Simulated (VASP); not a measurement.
# LiSi3N2: single point with PBE

Crystal: LiSi3N2.

```xyz
6
Lattice="3.0884 0.0000 0.0000 0.0000 3.0884 0.0000 0.0000 0.0000 9.7796" Properties=species:S:1:pos:R:3 pbc="T T T"
Li    0.0000    0.0000    0.0000
Si    1.5442    1.5442    1.7478
Si    1.5442    1.5442    4.8898
Si    1.5442    1.5442    8.0318
N     0.0000    0.0000    3.2609
N     0.0000    0.0000    6.5187
```

The cell was generated, and may not be a known phase.

| Quantity | Value |
| --- | --- |
| Program | VASP 6.6.1 |
| Task | single point |
| Functional | PBE |
| Potentials or basis | VASP PAW PBE potentials, release 64 (Li_sv, Si, N) |
| Cutoff | 520 eV |
| k mesh | 6 × 6 × 2 |
| Occupations | gaussian, width 0.1 eV |
| Spin | no spin polarisation |

```json
{
 "Largest force": "2.404 eV/Å",
 "Band gap on the k mesh": "zero (an odd number of electrons rules out a gap without spin polarisation)"
}
```

Forces on the atoms (eV/Å):
```
Li   0.000  0.000  0.000
Si   0.000  0.000  2.404
Si   0.000  0.000  0.000
Si   0.000  0.000 -2.404
N    0.000  0.000 -0.983
N    0.000  0.000  0.983
```

Levels at points of the mesh, in eV from the Fermi level:
```
           k point  band 10  band 11  band 12  band 13  band 14  band 15
(0.00, 0.00, 0.00)    -0.86    -0.50    -0.50     0.17     2.06     4.11
(0.50, 0.00, 0.00)    -1.92    -1.88    -0.03     0.14     0.77     2.37
(0.50, 0.50, 0.00)    -3.51    -2.01    -1.63    -1.63    -1.00     0.66
(0.00, 0.00, 0.50)    -0.69    -0.51    -0.51    -0.51     2.57     3.98
(0.50, 0.00, 0.50)    -1.33    -0.39    -0.03     0.11     0.14     1.45
(0.50, 0.50, 0.50)    -2.97    -2.02    -0.98    -0.72    -0.72    -0.69
```

It took 37 s on 1 thread of Intel(R) Xeon(R) 6975P-C (Granite Rapids) (shared host), peak memory 0.21 GiB.

Caveat: forces of over 1 eV/Å act on the atoms, so gaps and moduli don't describe the material at rest.
